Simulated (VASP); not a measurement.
# BN (P-1) in VASP: single point with PBEsol

Aim: the single point of BN with PBEsol.

All numbers are computed with VASP 6.6.1; they aren't measurements. Logs are shortened: lines on timing, memory, paths and dates and some standing lists are left out, and cuts for length are marked.

## 1. The cell of the first run

The typed cell holds 4 atoms: a = 2.504 Å, b = 2.504 Å, c = 7.005 Å, α = 90.77°, β = 88.98°, γ = 120.00°.

## 2. Single point, PBEsol

Input file INCAR:

```
SYSTEM = BN
ALGO     = Normal         ! electronic algorithm
EDIFF    = 1E-7           ! SCF threshold, eV
ENCUT    = 520            ! plane-wave cutoff, eV
GGA      = PS             ! functional
ISIF     = 2              ! what is computed and relaxed
ISMEAR   = 0              ! smearing method
LASPH    = .TRUE.         ! aspherical terms in the spheres
LCHARG   = .FALSE.        ! write CHGCAR
LREAL    = .FALSE.        ! projectors in reciprocal space
LWAVE    = .FALSE.        ! write WAVECAR
NBANDS   = 16             ! bands
NELM     = 100            ! most SCF steps
PREC     = Accurate       ! precision mode
SIGMA    = 0.05           ! smearing width, eV
```

Input file KPOINTS:

```
k-points
0
G
  12 12 4
  0 0 0
```

Input file POSCAR:

```
BN
1.0
    2.5041871087     -0.0000074622      0.0222882890
   -1.2520298131      2.1687959549     -0.0165746640
    0.0626658173     -0.0193549575      7.0042235845
B N
2 2
Direct
    0.3325997363      0.6654784996      0.2499509477
    0.6674003149      0.3345217143      0.7500489882
    0.3340667115      0.6678574855      0.7500477813
    0.6659332374      0.3321423004      0.2499522827
```

Potentials or basis: VASP PAW PBE potentials, release 64 (B, N).

Started as:

```
cat potpaw_PBE.64/B/POTCAR potpaw_PBE.64/N/POTCAR > POTCAR
mpirun -np 1 vasp_std > vasp.out
```

OUTCAR:

```text
SYSTEM = BN
   EDIFF = 1E-7
   ENCUT = 520
   GGA = PS
   ISIF = 2
   ISMEAR = 0
   LASPH = .TRUE.
   LREAL = .FALSE.
   NELM = 100
   PREC = Accurate

 ion  position               nearest neighbor table
   1  0.333  0.665  0.250-   4 1.45   4 1.45   4 1.45
   2  0.667  0.335  0.750-   3 1.45   3 1.45   3 1.45
   3  0.334  0.668  0.750-   2 1.45   2 1.45   2 1.45
   4  0.666  0.332  0.250-   1 1.45   1 1.45   1 1.45

  LATTYP: Found a triclinic cell.
 ALAT       =     2.5043021516
 B/A-ratio  =     1.0000035715
 C/A-ratio  =     3.2631139831
 COS(alpha) =     0.0037425055
 COS(beta)  =     0.4481226727
 COS(gamma) =     0.5000081178

  Lattice vectors:

 A1 = (   1.2520298131,  -2.1687959549,   0.0165746640)
 A2 = (  -1.2521572956,  -2.1687884927,  -0.0057136250)
 A3 = (   3.6935511045,  -2.1494484596,  -6.9653606315)

Analysis of symmetry for initial positions (statically):
=====================================================================
 Subroutine PRICEL returns:
 Original cell was already a primitive cell.

 Routine SETGRP: Setting up the symmetry group for a
 triclinic supercell.

 Subroutine GETGRP returns: Found  2 space group operations
 (whereof  2 operations were pure point group operations)
 out of a pool of  2 trial point group operations.

The static configuration has the point symmetry S_2 .

Analysis of symmetry for dynamics (positions and initial velocities):
=====================================================================
 Subroutine PRICEL returns:
 Original cell was already a primitive cell.

 Routine SETGRP: Setting up the symmetry group for a
 triclinic supercell.

 Subroutine GETGRP returns: Found  2 space group operations
 (whereof  2 operations were pure point group operations)
 out of a pool of  2 trial point group operations.

The dynamic configuration has the point symmetry S_2 .

 Subroutine INISYM returns: Found  2 space group operations
 (whereof  2 operations are pure point group operations),
 and found     1 'primitive' translations

----------------------------------------------------------------------------------------

                                     Primitive cell

  volume of cell :      38.0371

  direct lattice vectors                    reciprocal lattice vectors
     2.504187109 -0.000007462  0.022288289     0.399358001  0.230523973 -0.002935988
    -1.252029813  2.168795955 -0.016574664    -0.000009967  0.461089315  0.001274230
     0.062665817 -0.019354957  7.004223585    -0.001270829  0.000357558  0.142783357

  length of vectors
     2.504286294  2.504302152  7.004530651     0.461125509  0.461091076  0.142789460

  position of ions in fractional coordinates (direct lattice)
     0.332599736  0.665478500  0.249950948
     0.667400315  0.334521714  0.750048988
     0.334066712  0.667857486  0.750047781
     0.665933237  0.332142300  0.249952283

  ion indices of the primitive-cell ions
   primitive index   ion index
                 1           1
                 2           2
                 3           3
                 4           4

----------------------------------------------------------------------------------------

 KPOINTS: k-points

Automatic generation of k-mesh.
 Grid dimensions read from file:
 generate k-points for:   12   12    4

 Generating k-lattice:

  Cartesian coordinates                     Fractional coordinates (reciprocal lattice)
     0.033279833  0.019210331 -0.000244666     0.083333333 -0.000000000  0.000000000
    -0.000000831  0.038424110  0.000106186     0.000000000  0.083333333  0.000000000
    -0.000317707  0.000089389  0.035695839     0.000000000  0.000000000  0.250000000

  Length of vectors
     0.038427126  0.038424256  0.035697365

  Shift w.r.t. Gamma in fractional coordinates (k-lattice)
     0.000000000  0.000000000  0.000000000

 Subroutine IBZKPT returns following result:
 ===========================================

 Found    292 irreducible k-points:

 Following reciprocal coordinates:
            Coordinates               Weight
  0.000000  0.000000  0.000000      1.000000
  0.083333  0.000000  0.000000      2.000000
  0.166667  0.000000  0.000000      2.000000
  0.250000  0.000000  0.000000      2.000000
  0.333333  0.000000 -0.000000      2.000000
  0.416667  0.000000  0.000000      2.000000
[... 16 lines left out ...]
  0.250000  0.166667  0.000000      2.000000
  0.333333  0.166667  0.000000      2.000000
 [... further k-points ...]
   k-points           NKPTS =    292   k-points in BZ     NKDIM =    292   number of bands    NBANDS=     16
   number of dos      NEDOS =    301   number of ions     NIONS =      4
   total plane-waves  NPLWV =  21600
   dimension x,y,z NGX =    20 NGY =   20 NGZ =   54
   dimension x,y,z NGXF=    40 NGYF=   40 NGZF=  108
   ions per type =               2   2
   NGX,Y,Z   is equivalent  to a cutoff of  13.28, 13.28, 12.82 a.u.
   NGXF,Y,Z  is equivalent  to a cutoff of  26.55, 26.55, 25.63 a.u.
 SYSTEM =  BN
   PREC   = accura    normal or accurate (medium, high low for compatibility)
   ISTART =      0    job   : 0-new  1-cont  2-samecut
   ICHARG =      2    charge: 1-file 2-atom 10-const
   ISPIN  =      1    spin polarized calculation?
   LNONCOLLINEAR =      F non collinear calculations
   LSORBIT =      F    spin-orbit coupling
   LASPH  =      T    aspherical Exc in radial PAW
   ENCUT  =  520.0 eV  38.22 Ry    6.18 a.u.   4.66  4.66 13.02*2*pi/ulx,y,z
   NELM   =    100;   NELMIN=  2; NELMDL= -5     # of ELM steps
   EDIFF  = 0.1E-06   stopping-criterion for ELM
   LREAL  =      F    real-space projection
   EDIFFG = 0.1E-05   stopping-criterion for IOM
   NSW    =      0    number of steps for IOM
   IBRION =     -1    ionic relax: 0-MD 1-quasi-New 2-CG
   NFREE  =      0    steps in history (QN), initial steepest desc. (CG)
   ISIF   =      2    stress and relaxation
   ISYM   =      2    0-nonsym 1-usesym 2-fastsym
   POTIM  = 0.5000    time-step for ionic-motion
   TEBEG  =    0.0;   TEEND  =   0.0 temperature during run
   PSTRESS=    0.0 pullay stress
   NELECT =      16.0000    total number of electrons
   NUPDOWN=      -1.0000    fix difference up-down
   EMIN   =  10.00;   EMAX   =-10.00  energy-range for DOS
   EFERMI =   0.00;   METHOD = LEGACY
   ISMEAR =     0;   SIGMA  =   0.05  broadening in eV -4-tet -1-fermi 0-gaus
   EFERMI_NEDOS =   21; number of points for ismear=-14 and -15
   IALGO  =     38    algorithm
   IMIX   =      4    mixing-type and parameters
     AMIX     =   0.40;   BMIX     =  1.00
     AMIX_MAG =   1.60;   BMIX_MAG =  1.00
  volume/ion in A,a.u.               =       9.51        64.17
  Fermi-wavevector in a.u.,A,eV,Ry     =   1.226627  2.317989 20.471507  1.504613
  Thomas-Fermi vector in A             =   2.361621
   LORBIT       =      0    0 simple, 1 ext, 2 COOP (PROOUT), +10 PAW based schemes
   GGA     = PS    functional components
   LHFCALC =     F    Hartree Fock is set to
   AEXX    =    0.0000 exact exchange contribution
   IVDW    =     0    specifies the selected vdW correction
   LEPSILON=     F    determine dielectric tensor
   LRPA    =     F    only Hartree local field effects (RPA)
 non-spin polarized calculation
 Gauss-broadening in eV      SIGMA  =   0.05
  energy-cutoff  :      520.00
  volume of cell :       38.04
 maximum number of plane-waves:      1052
   NGX =  9   NGY =  9   NGZ = 27

 number of electron      15.9999998 magnetization

 Free energy of the ion-electron system (eV)
  ---------------------------------------------------
  ext. energy  EPLUGINS =         0.00000000
  ---------------------------------------------------
  free energy    TOTEN  =       -36.57068043 eV

  energy without entropy =      -36.57068043  energy(sigma->0) =      -36.57068043

 E-fermi :   2.0795     XC(G=0):  -9.9419

 val. band max:        1.7956027270   @ k =   0.3333   0.3333   0.5000
 cond. band min:       6.0260172644   @ k =   0.5000   0.0000   0.0000
 fundamental gap:      4.2304145375
 Fermi energy:         2.0795293027

 k-point     1 :       0.0000    0.0000    0.0000
  band No.  band energies     occupation
      1     -15.9371      2.00000
      2     -15.7370      2.00000
      3      -4.2956      2.00000
      4      -2.6245      2.00000
      5       0.4670      2.00000
      6       0.4673      2.00000
[... 8 lines left out ...]
     15      13.6494      0.00000
     16      14.6969      0.00000

 k-point     2 :       0.0833    0.0000    0.0000
  band No.  band energies     occupation
      1     -15.8013      2.00000
      2     -15.6046      2.00000
      3      -4.1089      2.00000
      4      -2.4537      2.00000
      5      -0.0915      2.00000
      6      -0.0762      2.00000
[... 8 lines left out ...]
     15      14.1637      0.00000
     16      14.2145      0.00000

 k-point     3 :       0.1667    0.0000    0.0000
  band No.  band energies     occupation
      1     -15.4010      2.00000
      2     -15.2144      2.00000
      3      -3.5557      2.00000
      4      -1.9511      2.00000
      5      -1.5090      2.00000
      6      -1.4903      2.00000
[... 8 lines left out ...]
     15      15.5046      0.00000
     16      15.5818      0.00000

 k-point     4 :       0.2500    0.0000    0.0000
  band No.  band energies     occupation
      1     -14.7625      2.00000
      2     -14.5934      2.00000
      3      -3.3098      2.00000
      4      -3.2764      2.00000
      5      -2.6613      2.00000
      6      -1.1674      2.00000
[... 8 lines left out ...]
     15      16.5524      0.00000
     16      17.7802      0.00000
[... 324 lines left out ...]
 k-point    22 :       0.1667    0.1667    0.0000
  band No.  band energies     occupation
      1     -14.3958      2.00000
      2     -14.2373      2.00000
      3      -3.7147      2.00000
      4      -3.7142      2.00000
      5      -2.1416      2.00000
      6      -2.1400      2.00000
[... 8 lines left out ...]
     15      15.6843      0.00000
     16      16.6176      0.00000

 k-point    23 :       0.2500    0.1667    0.0000
  band No.  band energies     occupation
      1     -13.6208      2.00000
      2     -13.4905      2.00000
      3      -5.0948      2.00000
      4      -5.0648      2.00000
      5      -3.0136      2.00000
      6      -2.9738      2.00000
[... 8 lines left out ...]
     15      16.0050      0.00000
     16      17.8312      0.00000

 k-point    24 :       0.3333    0.1667    0.0000
  band No.  band energies     occupation
      1     -12.8606      2.00000
      2     -12.7749      2.00000
      3      -6.3095      2.00000
      4      -6.2597      2.00000
      5      -3.5376      2.00000
      6      -3.4929      2.00000
[... 8 lines left out ...]
     15      16.4494      0.00000
     16      19.1133      0.00000

 [... further k-points ...]

------------------------ aborting loop because EDIFF is reached ----------------------------------------

  FORCE on cell =-STRESS in cart. coord.  units (eV):
  Direction    XX          YY          ZZ          XY          YZ          ZX
  --------------------------------------------------------------------------------------
  -------------------------------------------------------------------------------------
  Total        0.1212687      0.1205704     -0.0222367     -0.0003492      0.0030962     -0.0101942
  in kB        5.1080155      5.0786016     -0.9366420     -0.0147101      0.1304162     -0.4293964
  external PRESSURE =       3.0833250 kB  Pullay stress =       0.0000000 kB

 VOLUME and BASIS-vectors are now :
 -----------------------------------------------------------------------------
  energy-cutoff  :      520.00
  volume of cell :       38.04
      direct lattice vectors                 reciprocal lattice vectors
     2.504187109 -0.000007462  0.022288289     0.399358001  0.230523973 -0.002935988
    -1.252029813  2.168795955 -0.016574664    -0.000009967  0.461089315  0.001274230
     0.062665817 -0.019354957  7.004223585    -0.001270829  0.000357558  0.142783357

 POSITION                                       TOTAL-FORCE (eV/Angst)
 -----------------------------------------------------------------------------------
      0.01536      1.43845      1.74710         0.000057      0.000075      0.000132
      1.29947      0.71099      5.26284        -0.000057     -0.000075     -0.000132
      0.04739      1.43393      5.24988        -0.000088      0.000013      0.000003
      1.26743      0.71551      1.76006         0.000088     -0.000013     -0.000003
 -----------------------------------------------------------------------------------
    total drift:                               -0.000092      0.000298     -0.000295

  FREE ENERGIE OF THE ION-ELECTRON SYSTEM (eV)
  ---------------------------------------------------
  free  energy   TOTEN  =       -36.5706804339 eV

  energy  without entropy=      -36.5706804339  energy(sigma->0) =      -36.57068043
```

It took 2.3 min on 1 thread of Intel Xeon Platinum 8259CL at 2.50GHz (Skylake/Cascade Lake), shared host; peak memory 0.26 GiB.

What came out:

```
Free energy            : -36.5707 eV
Pressure               : 0.3 GPa
Band gap on the k mesh : 4.23 eV, indirect (least direct gap 4.53 eV)
```

Stress tensor (GPa, compression positive):
```
 0.51  0.00 -0.04
 0.00  0.51  0.01
-0.04  0.01 -0.09
```

Caveat: the cell differs from its parent crystal (cell sheared at random, sigma 0.03, atoms nudged by 0.01 Å, then relaxed in part); the PAW data sets were made with another functional, which shifts forces and pressure a little. A k mesh can miss the band edges.
